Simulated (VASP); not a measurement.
# MgO (I4mm) in VASP: further runs

The runs below take MgO through single point, with PBE.

Program: VASP 6.6.1. These are calculated values, not measurements. Logs are shortened: lines on timing, memory, paths and dates and some standing lists are left out, and cuts for length are marked.

**1. The cell of the first run**

Symmetry: I4mm, No. 107, tetragonal system. The conventional cell has a = 2.983 Å, b = 2.983 Å, c = 4.219 Å, α = 90.00°, β = 90.00°, γ = 90.00°. Within 2.7 Å of Mg (site symmetry 4mm) lie 6 O at 2.04 to 2.18 Å. Within 2.7 Å of O (site symmetry 4mm) lie 6 Mg at 2.04 to 2.18 Å.

**2. Single point, PBE (atoms displaced along a vibrational mode, the cell strained)**

INCAR

```
  PREC = Accurate
  ENCUT = 840
  EDIFF = 1E-6
  ISMEAR = 0
  SIGMA = 0.05
  LREAL = F
  LASPH = T
  NELM = 120
  ALGO = Normal
  ISIF = 2
  LWAVE = F
  LCHARG = F
  GGA = PE
  NBANDS = 15
  GGA_COMPAT = F
```

KPOINTS

```
Automatic mesh
0
Gamma
  10 10 10
```

POSCAR

```
MgO
1.0
    0.0000000000      2.1095627621      2.1095627621
    2.1095627621      0.0000000000      2.1095627621
    2.1095627621      2.1095627621      0.0000000000
Mg O
1 1
Direct
    0.0066530921      0.0066530921     -0.0066530921
    0.4898929056      0.4898929056      0.5101070944
```

Potentials or basis: VASP PAW PBE potentials, release 64 (Mg_sv, O).

Run with:

```
$ cat potpaw_PBE.64/Mg_sv/POTCAR potpaw_PBE.64/O/POTCAR > POTCAR
$ mpirun -np 1 vasp_std > vasp.out
```

OUTCAR:

```text
PREC = Accurate
   ENCUT = 840
   EDIFF = 1E-6
   ISMEAR = 0
   LREAL = F
   LASPH = T
   NELM = 120
   ISIF = 2
   GGA = PE

 ion  position               nearest neighbor table
   1  0.007  0.007  0.993-   2 2.04   2 2.11   2 2.11   2 2.11   2 2.11
   2  0.490  0.490  0.510-   1 2.04   1 2.11   1 2.11   1 2.11   1 2.11

  LATTYP: Found a face centered cubic cell.
 ALAT       =     4.2191255242

  Lattice vectors:

 A1 = (   0.0000000000,   2.1095627621,   2.1095627621)
 A2 = (   2.1095627621,   0.0000000000,   2.1095627621)
 A3 = (   2.1095627621,   2.1095627621,   0.0000000000)

Analysis of symmetry for initial positions (statically):
=====================================================================
 Subroutine PRICEL returns:
 Original cell was already a primitive cell.

 Routine SETGRP: Setting up the symmetry group for a
 face centered cubic supercell.

 Subroutine GETGRP returns: Found  8 space group operations
 (whereof  8 operations were pure point group operations)
 out of a pool of 48 trial point group operations.

The static configuration has the point symmetry C_4v.

Analysis of symmetry for dynamics (positions and initial velocities):
=====================================================================
 Subroutine PRICEL returns:
 Original cell was already a primitive cell.

 Routine SETGRP: Setting up the symmetry group for a
 face centered cubic supercell.

 Subroutine GETGRP returns: Found  8 space group operations
 (whereof  8 operations were pure point group operations)
 out of a pool of 48 trial point group operations.

The dynamic configuration has the point symmetry C_4v.

 Subroutine INISYM returns: Found  8 space group operations
 (whereof  8 operations are pure point group operations),
 and found     1 'primitive' translations

----------------------------------------------------------------------------------------

                                     Primitive cell

  volume of cell :      18.7762

  direct lattice vectors                    reciprocal lattice vectors
     0.000000000  2.109562762  2.109562762    -0.237015940  0.237015940  0.237015940
     2.109562762  0.000000000  2.109562762     0.237015940 -0.237015940  0.237015940
     2.109562762  2.109562762  0.000000000     0.237015940  0.237015940 -0.237015940

  length of vectors
     2.983372269  2.983372269  2.983372269     0.410523649  0.410523649  0.410523649

  position of ions in fractional coordinates (direct lattice)
     0.006653092  0.006653092  0.993346908
     0.489892906  0.489892906  0.510107094

  ion indices of the primitive-cell ions
   primitive index   ion index
                 1           1
                 2           2

----------------------------------------------------------------------------------------

 KPOINTS: Automatic mesh

Automatic generation of k-mesh.
 Grid dimensions read from file:
 generate k-points for:   10   10   10

 Generating k-lattice:

  Cartesian coordinates                     Fractional coordinates (reciprocal lattice)
    -0.023701594  0.023701594  0.023701594     0.100000000  0.000000000  0.000000000
     0.023701594 -0.023701594  0.023701594     0.000000000  0.100000000  0.000000000
     0.023701594  0.023701594 -0.023701594     0.000000000  0.000000000  0.100000000

  Length of vectors
     0.041052365  0.041052365  0.041052365

  Shift w.r.t. Gamma in fractional coordinates (k-lattice)
     0.000000000  0.000000000  0.000000000

 Subroutine IBZKPT returns following result:
 ===========================================

 Found    102 irreducible k-points:

 Following reciprocal coordinates:
            Coordinates               Weight
  0.000000  0.000000  0.000000      1.000000
  0.100000  0.000000  0.000000      8.000000
  0.200000  0.000000  0.000000      8.000000
  0.300000  0.000000  0.000000      8.000000
  0.400000  0.000000  0.000000      8.000000
  0.500000  0.000000  0.000000      4.000000
[... 16 lines left out ...]
 -0.100000  0.100000  0.000000      4.000000
  0.000000 -0.100000  0.100000      8.000000
 [... further k-points ...]
   k-points           NKPTS =    102   k-points in BZ     NKDIM =    102   number of bands    NBANDS=     15
   number of dos      NEDOS =    301   number of ions     NIONS =      2
   total plane-waves  NPLWV =  21952
   dimension x,y,z NGX =    28 NGY =   28 NGZ =   28
   dimension x,y,z NGXF=    56 NGYF=   56 NGZF=   56
   ions per type =               1   1
   NGX,Y,Z   is equivalent  to a cutoff of  15.60, 15.60, 15.60 a.u.
   NGXF,Y,Z  is equivalent  to a cutoff of  31.21, 31.21, 31.21 a.u.
 SYSTEM =  unknown system
   PREC   = accura    normal or accurate (medium, high low for compatibility)
   ISTART =      0    job   : 0-new  1-cont  2-samecut
   ICHARG =      2    charge: 1-file 2-atom 10-const
   ISPIN  =      1    spin polarized calculation?
   LNONCOLLINEAR =      F non collinear calculations
   LSORBIT =      F    spin-orbit coupling
   LASPH  =      T    aspherical Exc in radial PAW
   ENCUT  =  840.0 eV  61.74 Ry    7.86 a.u.   7.05  7.05  7.05*2*pi/ulx,y,z
   NELM   =    120;   NELMIN=  2; NELMDL= -5     # of ELM steps
   EDIFF  = 0.1E-05   stopping-criterion for ELM
   LREAL  =      F    real-space projection
   EDIFFG = 0.1E-04   stopping-criterion for IOM
   NSW    =      0    number of steps for IOM
   IBRION =     -1    ionic relax: 0-MD 1-quasi-New 2-CG
   NFREE  =      0    steps in history (QN), initial steepest desc. (CG)
   ISIF   =      2    stress and relaxation
   ISYM   =      2    0-nonsym 1-usesym 2-fastsym
   POTIM  = 0.5000    time-step for ionic-motion
   TEBEG  =    0.0;   TEEND  =   0.0 temperature during run
   PSTRESS=    0.0 pullay stress
   NELECT =      16.0000    total number of electrons
   NUPDOWN=      -1.0000    fix difference up-down
   EMIN   =  10.00;   EMAX   =-10.00  energy-range for DOS
   EFERMI =   0.00;   METHOD = LEGACY
   ISMEAR =     0;   SIGMA  =   0.05  broadening in eV -4-tet -1-fermi 0-gaus
   EFERMI_NEDOS =   21; number of points for ismear=-14 and -15
   IALGO  =     38    algorithm
   IMIX   =      4    mixing-type and parameters
     AMIX     =   0.40;   BMIX     =  1.00
     AMIX_MAG =   1.60;   BMIX_MAG =  1.00
  volume/ion in A,a.u.               =       9.39        63.35
  Fermi-wavevector in a.u.,A,eV,Ry     =   1.552074  2.932994 32.775526  2.408933
  Thomas-Fermi vector in A             =   2.656502
   LORBIT       =      0    0 simple, 1 ext, 2 COOP (PROOUT), +10 PAW based schemes
   GGA     = PE    functional components
   LHFCALC =     F    Hartree Fock is set to
   AEXX    =    0.0000 exact exchange contribution
   IVDW    =     0    specifies the selected vdW correction
   LEPSILON=     F    determine dielectric tensor
   LRPA    =     F    only Hartree local field effects (RPA)
 non-spin polarized calculation
 Gauss-broadening in eV      SIGMA  =   0.05
  energy-cutoff  :      840.00
  volume of cell :       18.78
 maximum number of plane-waves:      1056
   NGX = 15   NGY = 15   NGZ = 15

 number of electron      16.0000010 magnetization

 Free energy of the ion-electron system (eV)
  ---------------------------------------------------
  ext. energy  EPLUGINS =         0.00000000
  ---------------------------------------------------
  free energy    TOTEN  =       -11.86383101 eV

  energy without entropy =      -11.86383101  energy(sigma->0) =      -11.86383101

 E-fermi :   3.3644     XC(G=0): -11.3639

 val. band max:        2.8744782996   @ k =   0.0000   0.0000   0.0000
 cond. band min:       7.5641476790   @ k =   0.0000   0.0000   0.0000
 fundamental gap:      4.6896693794
 Fermi energy:         3.3643884878

 k-point     1 :       0.0000    0.0000    0.0000
  band No.  band energies     occupation
      1     -69.4008      2.00000
      2     -36.1262      2.00000
      3     -36.1262      2.00000
      4     -36.1261      2.00000
      5     -14.3460      2.00000
      6       2.8676      2.00000
      7       2.8745      2.00000
      8       2.8745      2.00000
      9       7.5641      0.00000
     10      18.6652      0.00000
     11      18.6760      0.00000
     12      18.6760      0.00000
     13      22.5446      0.00000
     14      24.3349      0.00000
     15      24.3484      0.00000

 k-point     2 :       0.1000    0.0000    0.0000
  band No.  band energies     occupation
      1     -69.3998      2.00000
      2     -36.1344      2.00000
      3     -36.1270      2.00000
      4     -36.1269      2.00000
      5     -14.2384      2.00000
      6       2.2224      2.00000
      7       2.8054      2.00000
      8       2.8079      2.00000
      9       8.1919      0.00000
     10      17.4136      0.00000
     11      18.9079      0.00000
     12      18.9123      0.00000
     13      23.6078      0.00000
     14      23.6207      0.00000
     15      24.2111      0.00000

 k-point     3 :       0.2000    0.0000    0.0000
  band No.  band energies     occupation
      1     -69.3978      2.00000
      2     -36.1559      2.00000
      3     -36.1292      2.00000
      4     -36.1291      2.00000
      5     -13.9434      2.00000
      6       0.9112      2.00000
      7       2.6364      2.00000
      8       2.6390      2.00000
      9       9.3883      0.00000
     10      15.8931      0.00000
     11      19.3777      0.00000
     12      19.3849      0.00000
     13      22.9210      0.00000
     14      22.9452      0.00000
     15      25.1166      0.00000
[... 343 lines left out ...]
 k-point    23 :      -0.1000    0.1000    0.0000
  band No.  band energies     occupation
      1     -69.3986      2.00000
      2     -36.1448      2.00000
      3     -36.1316      2.00000
      4     -36.1270      2.00000
      5     -14.0696      2.00000
      6       1.5067      2.00000
      7       2.5449      2.00000
      8       2.7579      2.00000
      9       8.9927      0.00000
     10      16.3318      0.00000
     11      19.0654      0.00000
     12      19.3357      0.00000
     13      22.2681      0.00000
     14      23.7226      0.00000
     15      25.7449      0.00000

 k-point    24 :       0.0000   -0.1000    0.1000
  band No.  band energies     occupation
      1     -69.3986      2.00000
      2     -36.1448      2.00000
      3     -36.1317      2.00000
      4     -36.1270      2.00000
      5     -14.0696      2.00000
      6       1.5084      2.00000
      7       2.5458      2.00000
      8       2.7557      2.00000
      9       8.9888      0.00000
     10      16.3375      0.00000
     11      19.0582      0.00000
     12      19.3409      0.00000
     13      22.2981      0.00000
     14      23.7194      0.00000
     15      25.7054      0.00000

 [... further k-points ...]

------------------------ aborting loop because EDIFF is reached ----------------------------------------

  FORCE on cell =-STRESS in cart. coord.  units (eV):
  Direction    XX          YY          ZZ          XY          YZ          ZX
  --------------------------------------------------------------------------------------
  -------------------------------------------------------------------------------------
  Total        0.4469035      0.4469035      0.6570005      0.0000000     -0.0000000      0.0000000
  in kB       38.1344055     38.1344055     56.0620456      0.0000000     -0.0000000      0.0000000
  external PRESSURE =      44.1102855 kB  Pullay stress =       0.0000000 kB

 VOLUME and BASIS-vectors are now :
 -----------------------------------------------------------------------------
  energy-cutoff  :      840.00
  volume of cell :       18.78
      direct lattice vectors                 reciprocal lattice vectors
     0.000000000  2.109562762  2.109562762    -0.237015940  0.237015940  0.237015940
     2.109562762  0.000000000  2.109562762     0.237015940 -0.237015940  0.237015940
     2.109562762  2.109562762  0.000000000     0.237015940  0.237015940 -0.237015940

 POSITION                                       TOTAL-FORCE (eV/Angst)
 -----------------------------------------------------------------------------------
      2.10956      2.10956      0.02807         0.000000      0.000000     -0.397694
      2.10956      2.10956      2.06692         0.000000      0.000000      0.397694
 -----------------------------------------------------------------------------------
    total drift:                               -0.000000     -0.000000      0.002093

  FREE ENERGIE OF THE ION-ELECTRON SYSTEM (eV)
  ---------------------------------------------------
  free  energy   TOTEN  =       -11.8638310097 eV

  energy  without entropy=      -11.8638310097  energy(sigma->0) =      -11.86383101
```

Run time: 40 s. Hardware: 1 thread of Intel Xeon Platinum 8259CL at 2.50GHz (Skylake/Cascade Lake), shared host; peak memory 0.19 GiB.

Results:

```yaml
Free_energy: -11.8638 eV
Pressure: 4.4 GPa
Largest_force: 0.398 eV/Å
Band_gap_on_the_k_mesh: 4.69 eV
```

Forces on the atoms (eV/Å):
```
Mg   0.000  0.000 -0.398
O    0.000  0.000  0.398
```

Stress tensor (GPa, compression positive):
```
3.81 0.00 0.00
0.00 3.81 0.00
0.00 0.00 5.61
```

Caveat: the cell differs from its parent crystal (atoms displaced along a vibrational mode, the cell strained); the cell stands under pressure.

**3. Single point, PBE (atoms displaced along a vibrational mode)**

INCAR

```
PREC = Accurate ; ENCUT = 840
EDIFF = 1E-6 ; ISMEAR = 0
SIGMA = 0.05 ; LREAL = False
LASPH = True ; NELM = 120
ALGO = Normal ; ISIF = 2
LWAVE = False ; LCHARG = False
GGA = PE ; NBANDS = 15
GGA_COMPAT = False
```

KPOINTS is that of step 2.

POSCAR

```
MgO
1.0
    0.0000000000      2.1272186771      2.1272186771
    2.1272186771      0.0000000000      2.1272186771
    2.1272186771      2.1272186771      0.0000000000
Mg O
1 1
Direct
    0.0066530921      0.0066530921     -0.0066530921
    0.4898929056      0.4898929056      0.5101070944
```

Potentials or basis: VASP PAW PBE potentials, release 64 (Mg_sv, O).

Run with:

```
$ cat potpaw_PBE.64/Mg_sv/POTCAR potpaw_PBE.64/O/POTCAR > POTCAR
$ mpirun -np 1 vasp_std > vasp.out
```

Run time: 65 s. Hardware: 1 thread of Intel Xeon Platinum 8375C at 2.90GHz (Ice Lake), shared host; peak memory 0.19 GiB.

It converged, with:

```
Free energy            : -11.8724 eV
Pressure               : 0.4 GPa
Largest force          : 0.356 eV/Å
Band gap on the k mesh : 4.45 eV
```

Forces on the atoms (eV/Å):
```
Mg   0.000  0.000 -0.356
O    0.000  0.000  0.356
```

Stress tensor (GPa, compression positive):
```
-0.13  0.00  0.00
 0.00 -0.13  0.00
 0.00  0.00  1.51
```

Levels at points of the mesh, in eV from the valence-band top:
| k point | band 6 | band 7 | band 8 | band 9 | band 10 | band 11 |
| --- | --- | --- | --- | --- | --- | --- |
| (0.00, 0.00, 0.00) | -0.01 | 0.00 | 0.00 | 4.45 | 15.65 | 15.66 |
| (0.50, 0.00, 0.00) | -4.48 | -0.62 | -0.62 | 7.72 | 12.26 | 16.02 |
| (0.50, 0.50, 0.00) | -3.92 | -1.30 | -1.30 | 9.09 | 9.65 | 12.80 |
| (0.00, 0.50, 0.50) | -3.93 | -1.30 | -1.30 | 9.11 | 9.66 | 12.79 |

Caveat: the cell differs from its parent crystal (atoms displaced along a vibrational mode).
